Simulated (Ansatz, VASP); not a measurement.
# Two plane-wave programs on RbAgBr2

The input INCAR:

```
PREC = Accurate
ENCUT = 520
EDIFF = 1E-7
ISMEAR = 0
SIGMA = 0.01
LREAL = F
LASPH = T
NELM = 60
ALGO = Normal
ISIF = 2
LWAVE = F
LCHARG = F
GGA = PE
NBANDS = 25
```

File KPOINTS:

```
regular mesh
0
Gamma
  2 2 2
```

Contents of POSCAR:

```
RbAgBr2
1.0
    4.5179929797      0.0000000000      0.0000000000
    0.0000000000      4.5179929797      0.0000000000
    0.0000000000      0.0000000000      6.3563246931
Rb Br Ag
1 2 1
Direct
    0.0000000000      0.0000000000      0.0000000000
    0.0000000000      0.0000000000      0.5000000000
    0.5000000000      0.5000000000      0.0000000000
    0.5000000000      0.5000000000      0.5000000000
```

Input for Ansatz:

```yaml
crystal:
  lattice:
    - [4.5179929797, 0.0, 0.0]
    - [0.0, 4.5179929797, 0.0]
    - [0.0, 0.0, 6.3563246931]
  atoms:
    - { symbol: Rb, position: [0.0, 0.0, 0.0] }
    - { symbol: Br, position: [0.0, 0.0, 0.5] }
    - { symbol: Ag, position: [0.5, 0.5, 0.5] }
    - { symbol: Br, position: [0.5, 0.5, 0.0] }
kpoints:
  mp_grid: { grid: [2, 2, 2] }
hamiltonian:
  xc: pbe
scf:
  occupations: { method: fixed }
  n_extra_bands: 5
output:
  forces: true
  stress: true
  eigenvalues: true
```

Alike in both runs: task single point; functional PBE; k mesh 2 × 2 × 2; no spin polarisation.

|  | VASP | Ansatz |
| --- | --- | --- |
| version | VASP 6.6.1 | Ansatz 0.2.0 |
| potentials or method | VASP PAW PBE potentials, release 64 (Rb_sv, Br, Ag) | plane waves |
| plane-wave cutoff (eV) | 520 | 420 |
| occupations | gaussian, width 0.01 eV | fixed |
| valence electrons in the cell | 34 | 42 |

VASP gave:

| Item | Value |
| --- | --- |
| gap on the k mesh at the Fermi level (eV) | 1.17 |
| pressure (GPa) | 1.5 |

Q: Estimate Ansatz's values.

A: gap on the k mesh at the Fermi level (eV): 1.18; pressure (GPa): 1.5.

VASP's potentials hold 34 valence electrons a cell and Ansatz's 42, so a difference there can come from the potentials and not from the codes.

The k mesh is coarse, so the values compare programs but aren't converged.
